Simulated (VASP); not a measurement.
Mo:

```
Mo
1.0
    -1.56464    1.56464    1.56464
     1.56464   -1.56464    1.56464
     1.56464    1.56464   -1.56464
Mo
1
Direct
  0.00000 0.00000 0.00000
```

Base run:

```yaml
Program: VASP 6.6.1
Functional: r2SCAN
Potentials_or_basis: VASP PAW PBE potentials, release 64 (Mo_sv)
Cutoff: 550 eV
k_mesh: 18 × 18 × 18
Occupations: gaussian, width 0.1 eV
Spin: no spin polarisation
```

Its results: band gap on the k mesh zero (band 7 reaches 17.14 eV, above the bottom of band 8 at 11.41 eV); pressure 6.9 GPa.

**Question.** The run is repeated on the same cell with these changes: functional from r2SCAN to PBEsol; cutoff from 550 eV to 520 eV. What comes out?

**Answer.** Band gap on the k mesh zero (band 7 reaches 16.92 eV, above the bottom of band 8 at 11.38 eV); pressure 0.6 GPa.

Caveats: the PAW data sets were made with another functional, which shifts forces and pressure a little.
